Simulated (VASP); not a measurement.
Wanted: the native input for a VASP 6.6.1 run.

```
Task                   : single point
Functional             : r2SCAN
Potentials or basis    : VASP PAW PBE potentials, release 64 (Ba_sv, Ti_sv, O)
Cutoff                 : 520 eV
k mesh                 : 6 × 6 × 6
Occupations            : gaussian, width 0.02 eV
Spin                   : no spin polarisation
Dipole correction      : no
Further INCAR settings : ALGO = Normal; EDIFF = 1e-06; NBANDS = 28
```

The system is BaTiO3.

```
CELL_PARAMETERS angstrom
2.84007 1.63971 2.33137
-2.84007 1.63971 2.33137
0.00000 -3.27943 2.33137
ATOMIC_POSITIONS crystal
Ba 0.99680 0.99680 0.99680
Ti 0.48334 0.48334 0.48334
O 0.50982 0.50982 0.01942
O 0.01942 0.50982 0.50982
O 0.50982 0.01942 0.50982
```

These files were run (other wordings do the same):

POSCAR

```
BaTiO3
1.0
    2.8400678944      1.6397139633      2.3313668912
   -2.8400678944      1.6397139633      2.3313668912
    0.0000000000     -3.2794279267      2.3313668912
Ba Ti O
1 1 3
Direct
   -0.0031985012     -0.0031985012     -0.0031985012
    0.4833434637      0.4833434637      0.4833434637
    0.5098165604      0.5098165604      0.0194219166
    0.0194219166      0.5098165604      0.5098165604
    0.5098165604      0.0194219166      0.5098165604
```

INCAR.step1

```
PREC = Accurate
ENCUT = 520
ISMEAR = 0
SIGMA = 0.02
LREAL = F
LASPH = T
NELM = 60
NBANDS = 28
GGA = PE
ALGO = Normal
EDIFF = 1E-4
LWAVE = T
LCHARG = F
```

INCAR.step2

```
PREC = Accurate
ENCUT = 520
EDIFF = 1E-6
ISMEAR = 0
SIGMA = 0.02
LREAL = F
LASPH = T
NELM = 60
ALGO = Normal
ISIF = 2
LWAVE = F
LCHARG = F
METAGGA = R2SCAN
LMIXTAU = T
NBANDS = 28
ISTART = 1
```

KPOINTS

```
Automatic mesh
0
Gamma
  6 6 6
```

Potentials or basis: VASP PAW PBE potentials, release 64 (Ba_sv, Ti_sv, O).

The run is started by

```console
$ cat potpaw_PBE.64/Ba_sv/POTCAR potpaw_PBE.64/Ti_sv/POTCAR potpaw_PBE.64/O/POTCAR > POTCAR
$ cp INCAR.step1 INCAR
$ mpirun -np 1 vasp_std > vasp.out
$ cp INCAR.step2 INCAR
$ mpirun -np 1 vasp_std > vasp.out
```

It gave:

| Property | Result |
| --- | --- |
| Pressure | 1.9 GPa |
| Largest force | 0.174 eV/Å |
| Band gap on the k mesh | 2.85 eV (least direct gap 3.31 eV) |

Caveat: the PAW data sets were made with another functional, which shifts forces and pressure a little; spin-orbit coupling is left out, which moves the levels of the heavy elements.

It took 5.9 min on 1 thread of Intel Xeon 8259CL, with other jobs on the host, peak memory 0.21 GiB.
